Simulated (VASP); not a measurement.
# SiC (P6_3mc) in VASP: single point with HSE06

Aim: the single point of SiC with HSE06.

All numbers are computed with VASP 6.6.1; they aren't measurements. Logs are shortened: lines on timing, memory, paths and dates and some standing lists are left out, and cuts for length are marked.

**1. The cell of the first run**

It takes space group P6_3mc (No. 186, hexagonal). Conventional cell: a = 3.078 Å, b = 3.078 Å, c = 10.077 Å, α = 90.00°, β = 90.00°, γ = 120.00°. Si (site symmetry 3m) has 4 C at 1.89 Å within 2.5 Å. Si (site symmetry 3m) has 4 C at 1.88 to 1.89 Å within 2.5 Å. Within 2.5 Å of C (site symmetry 3m) lie 4 Si at 1.88 to 1.89 Å. Within 2.5 Å of C (site symmetry 3m) lie 4 Si at 1.89 Å.

**2. Single point, HSE06**

The input, POSCAR:

```
SiC
1.0
    3.0775549631      0.0000000000      0.0000000000
   -1.5387774815      2.6652407796      0.0000000000
    0.0000000000      0.0000000000     10.0767216786
Si C
4 4
Direct
    0.6666666667      0.3333333333      0.9378415298
    0.3333333333      0.6666666667      0.4378415298
    0.0000000000      0.0000000000      0.6878903911
    0.0000000000      0.0000000000      0.1878903911
    0.6666666667      0.3333333333      0.7498007691
    0.3333333333      0.6666666667      0.2498007691
    0.0000000000      0.0000000000      0.5004663101
    0.0000000000      0.0000000000      0.0004663101
```

The input, INCAR.step1:

```
SYSTEM = SiC
ALGO     = Normal         ! electronic algorithm
EDIFF    = 1E-5           ! SCF threshold, eV
ENCUT    = 520            ! plane-wave cutoff, eV
GGA      = PE             ! functional
ISIF     = 2              ! what is computed and relaxed
ISMEAR   = 0              ! smearing method
LASPH    = .TRUE.         ! aspherical terms in the spheres
LCHARG   = .FALSE.        ! write CHGCAR
LREAL    = .FALSE.        ! projectors in reciprocal space
LWAVE    = .TRUE.         ! write WAVECAR
NBANDS   = 26             ! bands
NELM     = 100            ! most SCF steps
PREC     = Accurate       ! precision mode
SIGMA    = 0.01           ! smearing width, eV
```

The input, INCAR.step2:

```
SYSTEM = SiC
ALGO     = Normal         ! electronic algorithm
EDIFF    = 1E-6           ! SCF threshold, eV
ENCUT    = 520            ! plane-wave cutoff, eV
GGA      = PE             ! functional
HFSCREEN = 0.2079         ! screening, 1/A
ISIF     = 2              ! what is computed and relaxed
ISMEAR   = 0              ! smearing method
ISTART   = 1            
LASPH    = .TRUE.         ! aspherical terms in the spheres
LCHARG   = .FALSE.        ! write CHGCAR
LHFCALC  = .TRUE.         ! exact exchange
LREAL    = .FALSE.        ! projectors in reciprocal space
LWAVE    = .FALSE.        ! write WAVECAR
NBANDS   = 26             ! bands
NELM     = 100            ! most SCF steps
PREC     = Accurate       ! precision mode
PRECFOCK = Fast         
SIGMA    = 0.01           ! smearing width, eV
```

The input, KPOINTS:

```
k-points
0
G
  6 6 2
  0 0 0
```

Potentials or basis: VASP PAW PBE potentials, release 64 (Si, C).

Run with:

```bash
> cat potpaw_PBE.64/Si/POTCAR potpaw_PBE.64/C/POTCAR > POTCAR
> cp INCAR.step1 INCAR
> mpirun -np 1 vasp_std > vasp.out
> cp INCAR.step2 INCAR
> mpirun -np 1 vasp_std > vasp.out
```

OUTCAR:

```text
SYSTEM = SiC
   EDIFF = 1E-6
   ENCUT = 520
   GGA = PE
   HFSCREEN = 0.2079
   ISIF = 2
   ISMEAR = 0
   ISTART = 1
   LASPH = .TRUE.
   LHFCALC = .TRUE.
   LREAL = .FALSE.
   NELM = 100
   PREC = Accurate
   PRECFOCK = Fast

 ion  position               nearest neighbor table
   1  0.667  0.333  0.938-   8 1.89   8 1.89   8 1.89   5 1.89   3 3.08   3 3.08   3 3.08   4 3.08
                             4 3.08   4 3.08
   2  0.333  0.667  0.438-   7 1.89   7 1.89   7 1.89   6 1.89   4 3.08   4 3.08   4 3.08   3 3.08
                             3 3.08   3 3.08
   3  0.000  0.000  0.688-   5 1.88   5 1.88   5 1.88   7 1.89   1 3.08   1 3.08   1 3.08   2 3.08
                             2 3.08   2 3.08
   4  0.000  0.000  0.188-   6 1.88   6 1.88   6 1.88   8 1.89   2 3.08   2 3.08   2 3.08   1 3.08
                             1 3.08   1 3.08
   5  0.667  0.333  0.750-   3 1.88   3 1.88   3 1.88   1 1.89
   6  0.333  0.667  0.250-   4 1.88   4 1.88   4 1.88   2 1.89
   7  0.000  0.000  0.500-   2 1.89   2 1.89   2 1.89   3 1.89
   8  0.000  0.000  0.000-   1 1.89   1 1.89   1 1.89   4 1.89

  LATTYP: Found a hexagonal cell.
 ALAT       =     3.0775549631
 C/A-ratio  =     3.2742621332

  Lattice vectors:

 A1 = (   3.0775549631,   0.0000000000,   0.0000000000)
 A2 = (  -1.5387774815,   2.6652407796,   0.0000000000)
 A3 = (   0.0000000000,   0.0000000000,  10.0767216786)

Analysis of symmetry for initial positions (statically):
=====================================================================
 Subroutine PRICEL returns:
 Original cell was already a primitive cell.

 Routine SETGRP: Setting up the symmetry group for a
 hexagonal supercell.

 Subroutine GETGRP returns: Found 12 space group operations
 (whereof  6 operations were pure point group operations)
 out of a pool of 24 trial point group operations.

The static configuration has the point symmetry C_3v.
 The point group associated with its full space group is C_6v.

Analysis of symmetry for dynamics (positions and initial velocities):
=====================================================================
 Subroutine PRICEL returns:
 Original cell was already a primitive cell.

 Routine SETGRP: Setting up the symmetry group for a
 hexagonal supercell.

 Subroutine GETGRP returns: Found 12 space group operations
 (whereof  6 operations were pure point group operations)
 out of a pool of 24 trial point group operations.

The dynamic configuration has the point symmetry C_3v.
 The point group associated with its full space group is C_6v.

 Subroutine INISYM returns: Found 12 space group operations
 (whereof  6 operations are pure point group operations),
 and found     1 'primitive' translations

----------------------------------------------------------------------------------------

                                     Primitive cell

  volume of cell :      82.6536

  direct lattice vectors                    reciprocal lattice vectors
     3.077554963  0.000000000  0.000000000     0.324933271  0.187600311  0.000000000
    -1.538777481  2.665240780  0.000000000     0.000000000  0.375200623  0.000000000
     0.000000000  0.000000000 10.076721679     0.000000000  0.000000000  0.099238625

  length of vectors
     3.077554963  3.077554963 10.076721679     0.375200623  0.375200623  0.099238625

  position of ions in fractional coordinates (direct lattice)
     0.666666667  0.333333333  0.937841530
     0.333333333  0.666666667  0.437841530
     0.000000000  0.000000000  0.687890391
     0.000000000  0.000000000  0.187890391
     0.666666667  0.333333333  0.749800769
     0.333333333  0.666666667  0.249800769
     0.000000000  0.000000000  0.500466310
     0.000000000  0.000000000  0.000466310

  ion indices of the primitive-cell ions
   primitive index   ion index
                 1           1
                 2           2
                 3           3
                 4           4
                 5           5
                 6           6
                 7           7
                 8           8

----------------------------------------------------------------------------------------

 KPOINTS: k-points

Automatic generation of k-mesh.
 Grid dimensions read from file:
 generate k-points for:    6    6    2

 Generating k-lattice:

  Cartesian coordinates                     Fractional coordinates (reciprocal lattice)
     0.054155545  0.031266719  0.000000000     0.166666667 -0.000000000  0.000000000
     0.000000000  0.062533437  0.000000000     0.000000000  0.166666667  0.000000000
     0.000000000  0.000000000  0.049619312     0.000000000  0.000000000  0.500000000

  Length of vectors
     0.062533437  0.062533437  0.049619312

  Shift w.r.t. Gamma in fractional coordinates (k-lattice)
     0.000000000  0.000000000  0.000000000

 Subroutine IBZKPT returns following result:
 ===========================================

 Found     14 irreducible k-points:

 Following reciprocal coordinates:
            Coordinates               Weight
  0.000000  0.000000  0.000000      1.000000
  0.166667 -0.000000  0.000000      6.000000
  0.333333  0.000000  0.000000      6.000000
  0.500000 -0.000000  0.000000      3.000000
  0.166667  0.166667  0.000000      6.000000
  0.333333  0.166667  0.000000     12.000000
  0.333333  0.333333  0.000000      2.000000
  0.000000  0.000000  0.500000      1.000000
  0.166667 -0.000000  0.500000      6.000000
  0.333333  0.000000  0.500000      6.000000
  0.500000 -0.000000  0.500000      3.000000
  0.166667  0.166667  0.500000      6.000000
  0.333333  0.166667  0.500000     12.000000
  0.333333  0.333333  0.500000      2.000000
   k-points           NKPTS =     14   k-points in BZ     NKDIM =     72   number of bands    NBANDS=     26
   number of dos      NEDOS =    301   number of ions     NIONS =      8
   total plane-waves  NPLWV =  46080
   dimension x,y,z NGX =    24 NGY =   24 NGZ =   80
   dimension x,y,z NGXF=    48 NGYF=   48 NGZF=  160
   ions per type =               4   4
   NGX,Y,Z   is equivalent  to a cutoff of  12.96, 12.96, 13.20 a.u.
   NGXF,Y,Z  is equivalent  to a cutoff of  25.93, 25.93, 26.40 a.u.
 SYSTEM =  SiC
   PREC   = accura    normal or accurate (medium, high low for compatibility)
   ISTART =      1    job   : 0-new  1-cont  2-samecut
   ICHARG =      0    charge: 1-file 2-atom 10-const
   ISPIN  =      1    spin polarized calculation?
   LNONCOLLINEAR =      F non collinear calculations
   LSORBIT =      F    spin-orbit coupling
   LASPH  =      T    aspherical Exc in radial PAW
   ENCUT  =  520.0 eV  38.22 Ry    6.18 a.u.   5.72  5.72 18.74*2*pi/ulx,y,z
   NELM   =    100;   NELMIN=  2; NELMDL=  0     # of ELM steps
   EDIFF  = 0.1E-05   stopping-criterion for ELM
   LREAL  =      F    real-space projection
   EDIFFG = 0.1E-04   stopping-criterion for IOM
   NSW    =      0    number of steps for IOM
   IBRION =     -1    ionic relax: 0-MD 1-quasi-New 2-CG
   NFREE  =      0    steps in history (QN), initial steepest desc. (CG)
   ISIF   =      2    stress and relaxation
   ISYM   =      3    0-nonsym 1-usesym 2-fastsym
   POTIM  = 0.5000    time-step for ionic-motion
   TEBEG  =    0.0;   TEEND  =   0.0 temperature during run
   PSTRESS=    0.0 pullay stress
   NELECT =      32.0000    total number of electrons
   NUPDOWN=      -1.0000    fix difference up-down
   EMIN   =  10.00;   EMAX   =-10.00  energy-range for DOS
   EFERMI =   0.00;   METHOD = LEGACY
   ISMEAR =     0;   SIGMA  =   0.01  broadening in eV -4-tet -1-fermi 0-gaus
   EFERMI_NEDOS =   21; number of points for ismear=-14 and -15
   IALGO  =     38    algorithm
   IMIX   =      1    mixing-type and parameters
     AMIX     =   0.40;   BMIX     =  1.00
     AMIX_MAG =   1.60;   BMIX_MAG =  1.00
  volume/ion in A,a.u.               =      10.33        69.72
  Fermi-wavevector in a.u.,A,eV,Ry     =   1.193175  2.254775 19.370175  1.423668
  Thomas-Fermi vector in A             =   2.329196
   LORBIT       =      0    0 simple, 1 ext, 2 COOP (PROOUT), +10 PAW based schemes
   GGA     = PE    functional components
   LHFCALC =     T    Hartree Fock is set to
   PRECFOCK=fast      Normal, Fast or Accurate (Low or Medium for compatibility)
   ENCUT4O =  -1.0   cutoff for four orbital integrals eV
   NKREDX  =     1    reduce k-point grid by
   NKREDY  =     1    reduce k-point grid by
   NKREDZ  =     1    reduce k-point grid by
   AEXX    =    0.2500 exact exchange contribution
   HFSCREEN=    0.2079 screening length (either q_TF or 0.3 A-1)
   HFSCREENC=   0.2079 screening length for correlation (either q_TF or 0.3 A-1)
   ENCUTFOCK=  -1.0 apply spherical cutoff to Coloumb kernel
   IVDW    =     0    specifies the selected vdW correction
   LEPSILON=     F    determine dielectric tensor
   LRPA    =     F    only Hartree local field effects (RPA)
 non-spin polarized calculation
 Gauss-broadening in eV      SIGMA  =   0.01
  energy-cutoff  :      520.00
  volume of cell :       82.65
 maximum number of plane-waves:      2256
 NGX is ok and might be reduce to    24
  NGX = 14; NGY = 14; NGZ = 48

 number of electron      32.0000000 magnetization

 Free energy of the ion-electron system (eV)
  ---------------------------------------------------
  ext. energy  EPLUGINS =         0.00000000
  ---------------------------------------------------
  free energy    TOTEN  =       -69.68470667 eV

  energy without entropy =      -69.68470667  energy(sigma->0) =      -69.68470667

 E-fermi :   7.6773     XC(G=0):  -9.3581

 val. band max:        7.5856724904   @ k =   0.0000   0.0000   0.0000
 cond. band min:      10.7301878389   @ k =   0.5000  -0.0000   0.0000
 fundamental gap:      3.1445153485
 Fermi energy:         7.6773238311

 k-point     1 :       0.0000    0.0000    0.0000
  band No.  band energies     occupation
      1      -9.4993      2.00000
      2      -8.2171      2.00000
      3      -8.1828      2.00000
      4      -5.6465      2.00000
      5      -1.8588      2.00000
      6       2.7802      2.00000
[... 18 lines left out ...]
     25      16.2768      0.00000
     26      16.9642      0.00000

 k-point     2 :       0.1667   -0.0000    0.0000
  band No.  band energies     occupation
      1      -8.9777      2.00000
      2      -7.7142      2.00000
      3      -7.6771      2.00000
      4      -5.2144      2.00000
      5      -1.3783      2.00000
      6       2.7897      2.00000
[... 18 lines left out ...]
     25      16.9721      0.00000
[... 318 lines left out ...]
     25      17.7340      0.00000
     26      17.7340      0.00000

 k-point    14 :       0.3333    0.3333    0.5000
  band No.  band energies     occupation
      1      -4.5260      2.00000
      2      -4.5260      2.00000
      3      -4.4493      2.00000
      4      -4.4493      2.00000
      5      -0.4763      2.00000
      6      -0.4763      2.00000
[... 18 lines left out ...]
     25      19.4989      0.00000
     26      19.5000      0.00000

------------------------ aborting loop because EDIFF is reached ----------------------------------------

  FORCE on cell =-STRESS in cart. coord.  units (eV):
  Direction    XX          YY          ZZ          XY          YZ          ZX
  --------------------------------------------------------------------------------------
  -------------------------------------------------------------------------------------
  Total       -0.7440342     -0.7440342     -0.8965765     -0.0000000      0.0000000      0.0000000
  in kB      -14.4225467    -14.4225467    -17.3794643     -0.0000000      0.0000000      0.0000000
  external PRESSURE =     -15.4081859 kB  Pullay stress =       0.0000000 kB

 VOLUME and BASIS-vectors are now :
 -----------------------------------------------------------------------------
  energy-cutoff  :      520.00
  volume of cell :       82.65
      direct lattice vectors                 reciprocal lattice vectors
     3.077554963  0.000000000  0.000000000     0.324933271  0.187600311  0.000000000
    -1.538777481  2.665240780  0.000000000     0.000000000  0.375200623  0.000000000
     0.000000000  0.000000000 10.076721679     0.000000000  0.000000000  0.099238625

 POSITION                                       TOTAL-FORCE (eV/Angst)
 -----------------------------------------------------------------------------------
      1.53878      0.88841      9.45037        -0.000000      0.000000      0.006688
     -0.00000      1.77683      4.41201        -0.000000      0.000000      0.006688
      0.00000      0.00000      6.93168        -0.000000      0.000000      0.014587
      0.00000      0.00000      1.89332         0.000000     -0.000000      0.014587
      1.53878      0.88841      7.55553         0.000000      0.000000     -0.008777
     -0.00000      1.77683      2.51717        -0.000000      0.000000     -0.008777
      0.00000      0.00000      5.04306        -0.000000     -0.000000     -0.012497
      0.00000      0.00000      0.00470        -0.000000      0.000000     -0.012497
 -----------------------------------------------------------------------------------
    total drift:                               -0.000000      0.000001     -0.000011

  FREE ENERGIE OF THE ION-ELECTRON SYSTEM (eV)
  ---------------------------------------------------
  free  energy   TOTEN  =       -69.6847066680 eV

  energy  without entropy=      -69.6847066680  energy(sigma->0) =      -69.68470667
```

Run time: 31 min. Hardware: 1 thread of Oxide Virtual Turin-like, shared host; peak memory 0.29 GiB.

What came out:

```yaml
Free_energy: -69.6847 eV
Pressure: -1.5 GPa
Largest_force: 0.015 eV/Å
Band_gap_on_the_k_mesh: 3.14 eV (least direct gap 4.38 eV)
```

Forces in eV/Å, atoms in the order of the input:
```
Si   0.000  0.000  0.007
Si   0.000  0.000  0.007
Si   0.000  0.000  0.015
Si   0.000  0.000  0.015
C    0.000  0.000 -0.009
C    0.000  0.000 -0.009
C    0.000  0.000 -0.012
C    0.000  0.000 -0.012
```

Stress tensor (GPa, compression positive):
```
-1.44  0.00  0.00
 0.00 -1.44  0.00
 0.00  0.00 -1.74
```

Levels at points of the mesh, in eV from the valence-band top:
| k point | band 12 | band 13 | band 14 | band 15 | band 16 | band 17 | band 18 | band 19 | band 20 | band 21 |
| --- | --- | --- | --- | --- | --- | --- | --- | --- | --- | --- |
| (0.00, 0.00, 0.00) | -0.64 | -0.64 | -0.05 | 0.00 | 0.00 | 6.28 | 6.89 | 7.56 | 7.59 | 8.23 |
| (0.50, 0.00, 0.00) | -2.62 | -2.60 | -2.43 | -1.72 | -1.24 | 3.14 | 3.29 | 5.28 | 5.86 | 6.42 |
| (0.00, 0.00, 0.50) | -1.15 | -0.23 | -0.23 | -0.23 | -0.23 | 6.50 | 6.50 | 8.04 | 8.04 | 8.32 |
| (0.50, 0.00, 0.50) | -3.32 | -2.69 | -2.69 | -1.71 | -1.71 | 3.58 | 3.58 | 5.27 | 5.27 | 7.31 |

Caveat: the PAW data sets were made with another functional, which shifts forces and pressure a little. A k mesh can miss the band edges.
